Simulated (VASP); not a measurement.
# GaSb (I-4m2) in VASP: further runs, part 2 of 2

VASP 6.6.1. The steps go on from the part before.

### Step 4. Single point, B3LYP

This run uses another cell than the first one, of 25.61 Å³/atom.

POSCAR

```
GaSb
1.0
   -2.8009619862      2.8009619862      1.6323568356
    2.8009619862     -2.8009619862      1.6323568356
    2.8009619862      2.8009619862     -1.6323568356
Sb Ga
1 1
Direct
    0.0000000000      0.0000000000      0.0000000000
    0.7500000000      0.2500000000      0.5000000000
```

INCAR.step1

```
  PREC = Accurate
  ENCUT = 520
  EDIFF = 1E-5
  ISMEAR = -1
  SIGMA = 0.05
  LREAL = False
  LASPH = True
  NELM = 80
  ALGO = Normal
  ISIF = 2
  LWAVE = True
  LCHARG = False
  GGA = PE
  NBANDS = 16
```

INCAR.step2

```
  PREC = Accurate
  ENCUT = 520
  EDIFF = 1E-6
  ISMEAR = -1
  SIGMA = 0.05
  LREAL = False
  LASPH = True
  NELM = 80
  ALGO = Normal
  ISIF = 2
  LWAVE = False
  LCHARG = False
  GGA = B3
  LHFCALC = True
  AEXX = 0.2
  AGGAX = 0.72
  AGGAC = 0.81
  ALDAC = 0.19
  PRECFOCK = Normal
  ISTART = 1
  NBANDS = 16
```

KPOINTS

```
Automatic mesh
0
Gamma
  5 5 5
```

Potentials or basis: VASP PAW PBE potentials, release 64 (Sb, Ga_d).

Launch:

```console
cat potpaw_PBE.64/Sb/POTCAR potpaw_PBE.64/Ga_d/POTCAR > POTCAR
cp INCAR.step1 INCAR
mpirun -np 1 vasp_std > vasp.out
cp INCAR.step2 INCAR
mpirun -np 1 vasp_std > vasp.out
```

OUTCAR:

```text
PREC = Accurate
   ENCUT = 520
   EDIFF = 1E-6
   ISMEAR = -1
   LREAL = False
   LASPH = True
   NELM = 80
   ISIF = 2
   GGA = B3
   LHFCALC = True
   AEXX = 0.2
   PRECFOCK = Normal
   ISTART = 1

 ion  position               nearest neighbor table
   1  0.000  0.000  0.000-   2 2.92   2 2.92   2 2.92   2 2.92
   2  0.750  0.250  0.500-   1 2.92   1 2.92   1 2.92   1 2.92

  LATTYP: Found a body centered tetragonal cell.
 ALAT       =     5.6019239724
[... 529 lines left out ...]
     16      19.2224      0.00000

------------------------ aborting loop because EDIFF is reached ----------------------------------------

  FORCE on cell =-STRESS in cart. coord.  units (eV):
  Direction    XX          YY          ZZ          XY          YZ          ZX
  --------------------------------------------------------------------------------------
  -------------------------------------------------------------------------------------
  Total       -0.1056582     -0.1056582     -0.0725486      0.0000000     -0.0000000      0.0000000
  in kB       -3.3046407     -3.3046407     -2.2690807      0.0000000     -0.0000000      0.0000000
  external PRESSURE =      -2.9594540 kB  Pullay stress =       0.0000000 kB

 VOLUME and BASIS-vectors are now :
 -----------------------------------------------------------------------------
  energy-cutoff  :      520.00
  volume of cell :       51.23
      direct lattice vectors                 reciprocal lattice vectors
    -2.800961986  2.800961986  1.632356836     0.000000000  0.178510098  0.306305576
     2.800961986 -2.800961986  1.632356836     0.178510098  0.000000000  0.306305576
     2.800961986  2.800961986 -1.632356836     0.178510098  0.178510098  0.000000000

 POSITION                                       TOTAL-FORCE (eV/Angst)
 -----------------------------------------------------------------------------------
      0.00000      0.00000      0.00000         0.000000     -0.000000     -0.000000
      0.00000      2.80096      0.81618        -0.000000      0.000000      0.000000
 -----------------------------------------------------------------------------------
    total drift:                               -0.000001      0.000001      0.000000

  FREE ENERGIE OF THE ION-ELECTRON SYSTEM (eV)
  ---------------------------------------------------
  free  energy   TOTEN  =        -7.2022068312 eV

  energy  without entropy=       -7.1976727669  energy(sigma->0) =       -7.19993980
```

OUTCAR.step1:

```text
PREC = Accurate
   ENCUT = 520
   EDIFF = 1E-5
   ISMEAR = -1
   LREAL = False
[... 555 lines left out ...]
      0.00000      0.00000      0.00000         0.000000      0.000000     -0.000000
      0.00000      2.80096      0.81618        -0.000000     -0.000000      0.000000
 -----------------------------------------------------------------------------------
    total drift:                               -0.000000      0.000000      0.000000

  FREE ENERGIE OF THE ION-ELECTRON SYSTEM (eV)
  ---------------------------------------------------
  free  energy   TOTEN  =        -6.8694239815 eV

  energy  without entropy=       -6.8567378175  energy(sigma->0) =       -6.86308090
```

OSZICAR.step1:

```text
N       E                     dE             d eps       ncg     rms          rms(c)
DAV:   1     0.845887166307E+02    0.84589E+02   -0.81772E+03   584   0.143E+03
DAV:   2    -0.165730170670E+00   -0.84754E+02   -0.82108E+02   664   0.328E+02
DAV:   3    -0.676372708860E+01   -0.65980E+01   -0.65651E+01   680   0.646E+01
DAV:   4    -0.688629702714E+01   -0.12257E+00   -0.12256E+00   696   0.997E+00
DAV:   5    -0.688891749455E+01   -0.26205E-02   -0.26204E-02   744   0.132E+00    0.219E+00
DAV:   6    -0.687310540674E+01    0.15812E-01   -0.30916E-02   760   0.268E+00    0.123E+00
DAV:   7    -0.686937600355E+01    0.37294E-02   -0.13779E-02   776   0.116E+00    0.171E-01
DAV:   8    -0.686940343653E+01   -0.27433E-04   -0.15678E-03   768   0.463E-01    0.482E-02
DAV:   9    -0.686942068898E+01   -0.17252E-04   -0.78433E-05   680   0.686E-02    0.181E-02
DAV:  10    -0.686942398154E+01   -0.32926E-05   -0.64549E-06   432   0.200E-02
   1 F= -.68694240E+01 E0= -.68630809E+01  d E =-.126862E-01
```

Wall time 22 min (1 thread of Intel Xeon Platinum 8488C (Sapphire Rapids), shared host); peak memory 0.2 GiB.

Results:

| Item | Value |
| --- | --- |
| Free energy | -7.2022 eV |
| Pressure | -0.3 GPa |
| Band gap on the k mesh | zero (bands 9 and 10 overlap by 3.17 eV) |

Stress tensor (GPa, compression positive):
```
-0.33  0.00  0.00
 0.00 -0.33  0.00
 0.00  0.00 -0.23
```

Caveat: the k points lie up to 0.45 Å⁻¹ apart, too coarse for converged energies and pressures of a metal; the PAW data sets were made with another functional, which shifts forces and pressure a little; spin-orbit coupling is left out, which moves the levels of the heavy elements.

### Step 5. Single point, PBEsol-based global hybrid with 25 % exact exchange

POSCAR

```
GaSb
1.0
   -2.7534340000      2.7534340000      1.5907070000
    2.7534340000     -2.7534340000      1.5907070000
    2.7534340000      2.7534340000     -1.5907070000
Sb Ga
1 1
Direct
    0.0000000000      0.0000000000      0.0000000000
    0.7500000000      0.2500000000      0.5000000000
```

INCAR.step1

```
PREC = Accurate ; ENCUT = 520
EDIFF = 1E-5 ; ISMEAR = -1
SIGMA = 0.05 ; LREAL = F
LASPH = T ; NELM = 100
ALGO = Normal ; ISIF = 2
LWAVE = T ; LCHARG = F
NBANDS = 16 ; GGA = PE
```

INCAR.step2

```
PREC = Accurate ; ENCUT = 520
EDIFF = 1E-6 ; ISMEAR = -1
SIGMA = 0.05 ; LREAL = F
LASPH = T ; NELM = 100
ALGO = Normal ; ISIF = 2
LWAVE = F ; LCHARG = F
GGA = PS ; LHFCALC = T
AEXX = 0.25 ; PRECFOCK = Normal
NBANDS = 16 ; ISTART = 1
```

KPOINTS is that of step 4.

Launch:

```console
cat potpaw_PBE.64/Sb/POTCAR potpaw_PBE.64/Ga_d/POTCAR > POTCAR
cp INCAR.step1 INCAR
mpirun -np 1 vasp_std > vasp.out
cp INCAR.step2 INCAR
mpirun -np 1 vasp_std > vasp.out
```

Wall time 30 min (1 thread of Intel Xeon Platinum 8375C at 2.90GHz (Ice Lake), shared host); peak memory 0.2 GiB.

Results (log left out):

| Item | Value |
| --- | --- |
| Free energy | -9.6544 eV |
| Pressure | -4.4 GPa |
| Band gap on the k mesh | zero (bands 9 and 10 overlap by 3.56 eV) |

Stress tensor (GPa, compression positive):
```
-4.85  0.00  0.00
 0.00 -4.85  0.00
 0.00  0.00 -3.54
```

Levels at points of the mesh, in eV from the Fermi level:
```csv
k point,band 7,band 8,band 9,band 10,band 11,band 12
"(0.00, 0.00, 0.00)",-3.82,-2.97,-2.97,3.67,5.61,7.93
```

Caveat: the k points lie up to 0.46 Å⁻¹ apart, too coarse for converged energies and pressures of a metal; the PAW data sets were made with another functional, which shifts forces and pressure a little; spin-orbit coupling is left out, which moves the levels of the heavy elements.

### Step 6. Single point, PBEsol-based global hybrid with 25 % exact exchange

This run uses another cell than the first one, of 22.51 Å³/atom.

POSCAR

```
GaSb
1.0
   -2.6859009229      2.6859009229      1.5601845638
    2.6859009229     -2.6859009229      1.5601845638
    2.6859009229      2.6859009229     -1.5601845638
Sb Ga
1 1
Direct
    0.0000000000      0.0000000000      0.0000000000
    0.7500000000      0.2500000000      0.5000000000
```

INCAR.step1

```
SYSTEM = GaSb
PREC = Accurate ; ENCUT = 520
EDIFF = 1E-5 ; ISMEAR = -1
SIGMA = 0.05 ; LREAL = .FALSE.
LASPH = .TRUE. ; NELM = 80
ALGO = Normal ; ISIF = 2
LWAVE = .TRUE. ; LCHARG = .FALSE.
GGA = PE ; NBANDS = 16
```

INCAR.step2

```
SYSTEM = GaSb
PREC = Accurate ; ENCUT = 520
EDIFF = 1E-7 ; ISMEAR = -1
SIGMA = 0.05 ; LREAL = .FALSE.
LASPH = .TRUE. ; NELM = 80
ALGO = Normal ; ISIF = 2
LWAVE = .FALSE. ; LCHARG = .FALSE.
GGA = PS ; LHFCALC = .TRUE.
AEXX = 0.25 ; PRECFOCK = Normal
ISTART = 1 ; NBANDS = 16
```

KPOINTS

```
Automatic mesh
0
G
  5 5 5
  0 0 0
```

Potentials or basis: VASP PAW PBE potentials, release 64 (Sb, Ga_d).

Launch:

```console
cat potpaw_PBE.64/Sb/POTCAR potpaw_PBE.64/Ga_d/POTCAR > POTCAR
cp INCAR.step1 INCAR
mpirun -np 1 vasp_std > vasp.out
cp INCAR.step2 INCAR
mpirun -np 1 vasp_std > vasp.out
```

It took 44 min on 1 thread of Intel Xeon Platinum 8375C at 2.90GHz (Ice Lake), shared host; peak memory 0.2 GiB.

Results (log left out):

- Free energy: -9.7072 eV
- Pressure: -0.4 GPa
- Band gap on the k mesh: zero (bands 9 and 10 overlap by 3.88 eV)

Stress tensor (GPa, compression positive):
```
-0.51  0.00  0.00
 0.00 -0.51  0.00
 0.00  0.00 -0.34
```

Levels at points of the mesh, in eV from the Fermi level:
```
           k point  band 7  band 8  band 9  band 10  band 11  band 12
(0.00, 0.00, 0.00)   -3.51   -3.17   -3.17     3.54     5.99     8.37
```

Caveat: the k points lie up to 0.47 Å⁻¹ apart, too coarse for converged energies and pressures of a metal; the PAW data sets were made with another functional, which shifts forces and pressure a little; spin-orbit coupling is left out, which moves the levels of the heavy elements.

### Step 7. Single point, HSE06

This run uses another cell than the first one, of 23.15 Å³/atom.

POSCAR

```
GaSb
1.0
   -2.7162208707      2.7162208707      1.5692083240
    2.7162208707     -2.7162208707      1.5692083240
    2.7162208707      2.7162208707     -1.5692083240
Sb Ga
1 1
Direct
    0.0000000000      0.0000000000      0.0000000000
    0.7500000000      0.2500000000      0.5000000000
```

INCAR.step1

```
  PREC = Accurate
  ENCUT = 520
  EDIFF = 1E-5
  ISMEAR = -1
  SIGMA = 0.05
  LREAL = F
  LASPH = T
  NELM = 100
  ALGO = Normal
  ISIF = 2
  LWAVE = T
  GGA = PE
  NBANDS = 16
  KPAR = 4
```

INCAR.step2

```
  PREC = Accurate
  ENCUT = 520
  EDIFF = 1E-6
  ISMEAR = -1
  SIGMA = 0.05
  LREAL = F
  LASPH = T
  NELM = 100
  ALGO = Normal
  ISIF = 2
  LWAVE = F
  LCHARG = T
  GGA = PE
  LHFCALC = T
  HFSCREEN = 0.2079
  PRECFOCK = Normal
  LVHAR = T
  ISTART = 1
  NBANDS = 16
  KPAR = 4
```

KPOINTS

```
regular mesh
0
Gamma
  6 6 6
```

Launch:

```console
cat potpaw_PBE.64/Sb/POTCAR potpaw_PBE.64/Ga_d/POTCAR > POTCAR
cp INCAR.step1 INCAR
mpirun -np 4 vasp_std > vasp.out
cp INCAR.step2 INCAR
mpirun -np 4 vasp_std > vasp.out
```

Wall time 42 min (4 MPI ranks of Intel Xeon Platinum 8375C at 2.90GHz (Ice Lake), shared host); peak memory 0.3 GiB.

Results (log left out):

* Free energy: -8.3296 eV
* Pressure: 0.4 GPa
* Band gap on the k mesh: zero (bands 9 and 10 overlap by 5.57 eV)

Stress tensor (GPa, compression positive):
```
 1.74  0.00  0.00
 0.00  1.74  0.00
 0.00  0.00 -2.38
```

Levels at points of the mesh, in eV from the Fermi level:
```tsv
k point	band 7	band 8	band 9	band 10	band 11	band 12
(0.00, 0.00, 0.00)	-3.16	-2.60	-2.60	3.43	5.67	7.95
(0.50, 0.00, 0.00)	-6.81	-3.00	-2.15	-1.51	2.39	3.64
(0.50, 0.50, 0.00)	-9.59	-0.43	1.78	2.44	2.56	5.07
(0.50, 0.50, 0.50)	-6.94	-6.20	-6.20	3.74	5.30	11.69
```

Caveat: the k points lie up to 0.39 Å⁻¹ apart, too coarse for converged energies and pressures of a metal; the PAW data sets were made with another functional, which shifts forces and pressure a little; spin-orbit coupling is left out, which moves the levels of the heavy elements.

### Step 8. The runs side by side

| task | level | cell | k mesh | cutoff (eV) | grid for exact exchange (PRECFOCK) | share of exact exchange | screening parameter | gap on the mesh (eV) | pressure (GPa) | relaxed volume (Å³/atom) |
| --- | --- | --- | --- | --- | --- | --- | --- | --- | --- | --- |
| relaxation of cell and atoms | revPBE | relaxed from a = 4.206 Å, angles 98.2, 98.2, 135.6°, 2 atoms | 10 × 10 × 10 | 600 | - | - | - | none | 0.0 | 24.69 |
| relaxation of cell and atoms | BLYP | relaxed from a = 4.206 Å, angles 98.2, 98.2, 135.6°, 2 atoms | 10 × 10 × 10 | 600 | - | - | - | none | 0.0 | 26.90 |
| single point | B3LYP | a = 4.284 Å, angles 98.3, 98.3, 135.2°, 2 atoms | 5 × 5 × 5 | 520 | Normal | 0.2 | - | none | -0.3 | - |
| single point | PBEsol-based global hybrid with 25 % exact exchange | a = 4.206 Å, angles 98.2, 98.2, 135.6°, 2 atoms | 5 × 5 × 5 | 520 | Normal | 0.25 | - | none | -4.4 | - |
| single point | PBEsol-based global hybrid with 25 % exact exchange | a = 4.106 Å, angles 98.3, 98.3, 135.3°, 2 atoms | 5 × 5 × 5 | 520 | Normal | 0.25 | - | none | -0.4 | - |
| single point | HSE06 | a = 4.149 Å, angles 98.2, 98.2, 135.6°, 2 atoms | 6 × 6 × 6 | 520 | Normal | 0.25 | 0.2079 1/Å | none | 0.4 | - |

Alike in all rows: potentials or basis VASP PAW PBE potentials, release 64 (Sb, Ga_d); no spin polarisation; smearing fermi-dirac 0.05 eV.

Caveats: some runs use coarse meshes; the PAW data sets were made with another functional, which shifts forces and pressure a little; spin-orbit coupling is left out, which moves the levels of the heavy elements.

Total energies depend on the potentials used, so only differences within one code and one set of settings carry meaning.
